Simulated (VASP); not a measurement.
# LiTaO2: single point with PBE

The system is LiTaO2.

```
CELL_PARAMETERS angstrom
3.61937 -4.45029 0.00000
3.61937 4.45029 0.00000
0.00000 0.00000 3.04854
ATOMIC_POSITIONS crystal
Li 0.00000 0.00000 0.00000
Ta 0.50000 0.50000 0.00000
O 0.75538 0.75538 0.00000
O 0.24462 0.24462 0.00000
```

The cell was built from a structure type or drawn by symmetry, and may not be a known phase.

```
Program             : VASP 6.6.1
Task                : single point
Functional          : PBE
Potentials or basis : VASP PAW PBE potentials, release 64 (Li_sv, Ta_sv_GW, O)
Cutoff              : 750 eV
k mesh              : 10 × 10 × 16
Occupations         : gaussian, width 0.1 eV
Spin                : no spin polarisation
```

```json
{"Pressure": "0.1 GPa", "Largest force": "0.054 eV/Å", "Band gap on the k mesh": "zero (bands 14 and 15 overlap by 0.23 eV)"}
```

Forces in eV/Å, atoms in the order of the input:
```
Li   0.000  0.000  0.000
Ta   0.000  0.000  0.000
O    0.054  0.000  0.000
O   -0.054  0.000  0.000
```

Stress tensor (GPa, compression positive):
```
 0.63  0.00  0.00
 0.00 -0.10  0.00
 0.00  0.00 -0.20
```

Levels at points of the mesh, in eV from the Fermi level:
| k point | band 11 | band 12 | band 13 | band 14 | band 15 | band 16 | band 17 | band 18 |
| --- | --- | --- | --- | --- | --- | --- | --- | --- |
| (0.00, 0.00, 0.00) | -2.09 | -1.92 | -1.90 | -0.88 | -0.18 | 2.54 | 3.19 | 3.83 |
| (0.50, 0.00, 0.00) | -2.19 | -1.94 | -1.74 | -0.81 | 0.00 | 2.54 | 2.86 | 3.45 |
| (0.50, 0.50, 0.00) | -2.59 | -1.91 | -1.90 | -0.87 | 0.15 | 2.53 | 3.10 | 3.69 |
| (0.00, 0.00, 0.50) | -2.89 | -1.69 | -1.68 | -0.61 | 0.88 | 3.24 | 4.13 | 4.15 |
| (0.50, 0.00, 0.50) | -2.66 | -1.70 | -1.36 | -0.66 | 0.97 | 2.79 | 3.94 | 4.17 |
| (0.50, 0.50, 0.50) | -2.80 | -1.92 | -1.67 | -0.71 | 1.06 | 3.26 | 3.98 | 4.06 |

It took 23 min on 1 thread of Intel(R) Xeon(R) Platinum 8488C (Sapphire Rapids) (shared host), peak memory 1.1 GiB.

Caveat: spin-orbit coupling is left out, which moves the levels of the heavy elements.
